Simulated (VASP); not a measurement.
# V (P6_3/mmc) in VASP: further runs, part 2 of 2

VASP 6.6.1.

## (4) Single point, RPBE

This run uses another cell than the first one, of 14.21 Å³/atom, 1.087 times its volume.

INCAR reads:

```
ALGO = Normal ; EDIFF = 1E-6
ENCUT = 520 ; GGA = RP
ISIF = 2 ; ISMEAR = -1
LASPH = T ; LCHARG = F
LREAL = F ; LWAVE = F
NBANDS = 20 ; NELM = 100
PREC = Accurate ; SIGMA = 0.1
```

KPOINTS reads:

```
k-points
0
Gamma
  15 15 8
```

POSCAR reads:

```
V
1.0
    2.6387479703      0.0000000000      0.0000000000
   -1.3193739851      2.2852227764      0.0000000000
    0.0000000000      0.0000000000      4.7119523527
V
2
Direct
    0.3333333333      0.6666666667      0.2500000000
    0.6666666667      0.3333333333      0.7500000000
```

Potentials or basis: VASP PAW PBE potentials, release 64 (V_sv).

Command:

```console
cat potpaw_PBE.64/V_sv/POTCAR > POTCAR
mpirun -np 1 vasp_std > vasp.out
```

OUTCAR:

```text
EDIFF = 1E-6
   ENCUT = 520
   GGA = RP
   ISIF = 2
   ISMEAR = -1
   LASPH = T
   LREAL = F
   NELM = 100
   PREC = Accurate

 ion  position               nearest neighbor table
   1  0.333  0.667  0.250-   2 2.81   2 2.81   2 2.81   2 2.81   2 2.81   2 2.81
   2  0.667  0.333  0.750-   1 2.81   1 2.81   1 2.81   1 2.81   1 2.81   1 2.81

  LATTYP: Found a hexagonal cell.
 ALAT       =     2.6387479703
 C/A-ratio  =     1.7856773006

  Lattice vectors:

 A1 = (   2.6387479703,   0.0000000000,   0.0000000000)
 A2 = (  -1.3193739851,   2.2852227764,   0.0000000000)
 A3 = (   0.0000000000,   0.0000000000,   4.7119523527)

Analysis of symmetry for initial positions (statically):
=====================================================================
 Subroutine PRICEL returns:
 Original cell was already a primitive cell.

 Routine SETGRP: Setting up the symmetry group for a
 hexagonal supercell.

 Subroutine GETGRP returns: Found 24 space group operations
 (whereof 12 operations were pure point group operations)
 out of a pool of 24 trial point group operations.
[... 160 lines left out ...]
  ---------------------------------------------------
  free energy    TOTEN  =       -16.58996181 eV

  energy without entropy =      -16.46850430  energy(sigma->0) =      -16.52923306

 E-fermi :   9.5228     XC(G=0): -12.4840

 val. band max:        9.5141946026   @ k =   0.0667   0.0667   0.3750
 cond. band min:       9.5257855338   @ k =   0.1333   0.0667   0.1250
 fundamental gap:      0.0115909312
 Fermi energy:         9.5227611772

 k-point     1 :       0.0000    0.0000    0.0000
  band No.  band energies     occupation
      1     -54.6752      2.00000
      2     -54.5730      2.00000
      3     -28.6846      2.00000
      4     -28.0810      2.00000
      5     -27.9927      2.00000
      6     -27.9927      2.00000
[... 541 lines left out ...]
     19      15.1691      0.00000
     20      16.5194      0.00000

 [... further k-points ...]

------------------------ aborting loop because EDIFF is reached ----------------------------------------

  FORCE on cell =-STRESS in cart. coord.  units (eV):
  Direction    XX          YY          ZZ          XY          YZ          ZX
  --------------------------------------------------------------------------------------
  -------------------------------------------------------------------------------------
  Total        0.0460738      0.0460738      0.0519455      0.0000000      0.0000000      0.0000000
  in kB        2.5979900      2.5979900      2.9290784      0.0000000      0.0000000      0.0000000
  external PRESSURE =       2.7083528 kB  Pullay stress =       0.0000000 kB

 VOLUME and BASIS-vectors are now :
 -----------------------------------------------------------------------------
  energy-cutoff  :      520.00
  volume of cell :       28.41
      direct lattice vectors                 reciprocal lattice vectors
     2.638747970  0.000000000  0.000000000     0.378967606  0.218797049  0.000000000
    -1.319373985  2.285222776  0.000000000     0.000000000  0.437594098  0.000000000
     0.000000000  0.000000000  4.711952353     0.000000000  0.000000000  0.212226255

 POSITION                                       TOTAL-FORCE (eV/Angst)
 -----------------------------------------------------------------------------------
     -0.00000      1.52348      1.17799        -0.000000      0.000000      0.000000
      1.31937      0.76174      3.53396         0.000000     -0.000000      0.000000
 -----------------------------------------------------------------------------------
    total drift:                               -0.000000      0.000000     -0.000000

  FREE ENERGIE OF THE ION-ELECTRON SYSTEM (eV)
  ---------------------------------------------------
  free  energy   TOTEN  =       -16.5899618139 eV

  energy  without entropy=      -16.4685042967  energy(sigma->0) =      -16.52923306
```

OSZICAR:

```text
N       E                     dE             d eps       ncg     rms          rms(c)
DAV:   1     0.325953822053E+03    0.32595E+03   -0.16490E+04  5400   0.151E+03
DAV:   2    -0.957382680080E+01   -0.33553E+03   -0.32970E+03  5536   0.493E+02
DAV:   3    -0.190246253602E+02   -0.94508E+01   -0.92642E+01  6012   0.979E+01
DAV:   4    -0.191274780895E+02   -0.10285E+00   -0.10208E+00  5480   0.102E+01
DAV:   5    -0.191287057624E+02   -0.12277E-02   -0.12277E-02  5724   0.116E+00    0.232E+01
DAV:   6    -0.166335295900E+02    0.24952E+01   -0.11274E+01  5452   0.339E+01    0.218E+00
DAV:   7    -0.166043062432E+02    0.29223E-01   -0.88555E-02  5556   0.290E+00    0.118E+00
DAV:   8    -0.165898558348E+02    0.14450E-01   -0.13238E-02  6280   0.132E+00    0.124E-01
DAV:   9    -0.165899429599E+02   -0.87125E-04   -0.39303E-04  5928   0.217E-01    0.595E-02
DAV:  10    -0.165899664383E+02   -0.23478E-04   -0.44901E-05  6236   0.696E-02    0.193E-02
DAV:  11    -0.165899628051E+02    0.36332E-05   -0.36083E-06  4468   0.202E-02    0.217E-03
DAV:  12    -0.165899618139E+02    0.99119E-06   -0.22430E-07  2724   0.579E-03
   1 F= -.16589962E+02 E0= -.16529233E+02  d E =-.121458E+00
```

Run time: 21 s. Hardware: 1 thread of Intel Xeon 6975P-C (Granite Rapids), shared host; peak memory 0.18 GiB.

Results:

| Property | Result |
| --- | --- |
| Free energy | -16.5900 eV |
| Pressure | 0.3 GPa |
| Band gap on the k mesh | zero (band 13 reaches 10.98 eV, above the bottom of band 14 at 8.91 eV) |

Caveat: the PAW data sets were made with another functional, which shifts forces and pressure a little.

## (5) Single point, RPBE (volume scaled by 1.04)

INCAR reads:

```
PREC = Accurate
ENCUT = 520
EDIFF = 1E-6
ISMEAR = -1
SIGMA = 0.1
LREAL = F
LASPH = T
NELM = 100
ALGO = Normal
ISIF = 2
LWAVE = F
LCHARG = T
GGA = RP
LELF = T
LVHAR = T
NBANDS = 20
```

KPOINTS reads:

```
Automatic mesh
0
Gamma
  15 15 8
```

POSCAR reads:

```
V
1.0
    2.6734723204      0.0000000000      0.0000000000
   -1.3367361602      2.3152949458      0.0000000000
    0.0000000000      0.0000000000      4.7739588365
V
2
Direct
    0.3333333333      0.6666666667      0.2500000000
    0.6666666667      0.3333333333      0.7500000000
```

Command:

```console
cat potpaw_PBE.64/V_sv/POTCAR > POTCAR
mpirun -np 1 vasp_std > vasp.out
```

Wall time 23 s (1 thread of Intel Xeon 6975P-C (Granite Rapids), shared host); peak memory 0.18 GiB.

It converged, with:

- Free energy: -16.5707 eV
- Pressure: -5.6 GPa
- Band gap on the k mesh: zero (band 13 reaches 10.41 eV, above the bottom of band 14 at 8.45 eV)

Stress tensor (GPa, compression positive):
```
-5.68  0.00  0.00
 0.00 -5.68  0.00
 0.00  0.00 -5.55
```

Levels at points of the mesh, in eV from the Fermi level:
| k point | band 9 | band 10 | band 11 | band 12 | band 13 | band 14 | band 15 | band 16 | band 17 | band 18 |
| --- | --- | --- | --- | --- | --- | --- | --- | --- | --- | --- |
| (0.00, 0.00, 0.00) | -6.70 | -3.27 | -0.43 | -0.23 | 0.31 | 0.31 | 0.61 | 0.61 | 1.64 | 1.64 |
| (0.00, 0.00, 0.50) | -4.98 | -4.98 | -0.89 | -0.89 | 0.33 | 0.33 | 0.33 | 0.33 | 2.29 | 2.29 |

Caveat: the cell differs from its parent crystal (volume scaled by 1.04); the PAW data sets were made with another functional, which shifts forces and pressure a little.

## (6) Single point, RPBE (volume scaled by 1.08)

INCAR reads:

```
SYSTEM = V
ALGO     = Normal         ! electronic algorithm
EDIFF    = 1E-6           ! SCF threshold, eV
ENCUT    = 520            ! plane-wave cutoff, eV
GGA      = RP             ! functional
ISIF     = 2              ! what is computed and relaxed
ISMEAR   = -1             ! smearing method
LASPH    = .TRUE.         ! aspherical terms in the spheres
LCHARG   = .FALSE.        ! write CHGCAR
LREAL    = .FALSE.        ! projectors in reciprocal space
LWAVE    = .FALSE.        ! write WAVECAR
NBANDS   = 20             ! bands
NELM     = 60             ! most SCF steps
PREC     = Accurate       ! precision mode
SIGMA    = 0.1            ! smearing width, eV
```

KPOINTS reads:

```
k-points
0
G
  15 15 8
  0 0 0
```

POSCAR reads:

```
V
1.0
    2.7073173351      0.0000000000      0.0000000000
   -1.3536586676      2.3446055883      0.0000000000
    0.0000000000      0.0000000000      4.8343951110
V
2
Direct
    0.3333333333      0.6666666667      0.2500000000
    0.6666666667      0.3333333333      0.7500000000
```

Potentials or basis: VASP PAW PBE potentials, release 64 (V_sv).

Command:

```console
cat potpaw_PBE.64/V_sv/POTCAR > POTCAR
mpirun -np 1 vasp_std > vasp.out
```

It took 22 s on 1 thread of Intel Xeon 6975P-C (Granite Rapids), shared host; peak memory 0.18 GiB.

Results (log left out):

```
Free energy            : -16.5136 eV
Pressure               : -10.5 GPa
Band gap on the k mesh : zero (band 13 reaches 9.89 eV, above the bottom of band 14 at 8.02 eV)
```

Stress tensor (GPa, compression positive):
```
-10.56   0.00   0.00
  0.00 -10.56   0.00
  0.00   0.00 -10.27
```

Levels at points of the mesh, in eV from the Fermi level:
```
           k point  band 11  band 12  band 13  band 14  band 15  band 16
(0.00, 0.00, 0.00)    -0.40    -0.27     0.30     0.30     0.59     0.59
(0.00, 0.00, 0.50)    -0.85    -0.85     0.33     0.33     0.33     0.33
```

Caveat: the cell differs from its parent crystal (volume scaled by 1.08); the PAW data sets were made with another functional, which shifts forces and pressure a little.

## (7) The runs side by side

| cell | gap on the mesh (eV) | pressure (GPa) |
| --- | --- | --- |
| a = 2.566, b = 2.566, c = 4.583 Å, angles 90.0, 90.0, 120.0°, 2 atoms | none | 16.2 |
| a = 2.603, b = 2.603, c = 4.648 Å, angles 90.0, 90.0, 120.0°, 2 atoms | none | 7.5 |
| a = 2.639, b = 2.639, c = 4.712 Å, angles 90.0, 90.0, 120.0°, 2 atoms | none | 0.3 |
| a = 2.673, b = 2.673, c = 4.774 Å, angles 90.0, 90.0, 120.0°, 2 atoms | none | -5.6 |
| a = 2.707, b = 2.707, c = 4.834 Å, angles 90.0, 90.0, 120.0°, 2 atoms | none | -10.5 |

Alike in all rows: task single point; level RPBE; potentials or basis VASP PAW PBE potentials, release 64 (V_sv); no spin polarisation; k mesh 15 × 15 × 8; cutoff (eV) 520; smearing fermi-dirac 0.1 eV.

Caveats: the PAW data sets were made with another functional, which shifts forces and pressure a little.

Total energies depend on the potentials used, so only differences within one code and one set of settings carry meaning.
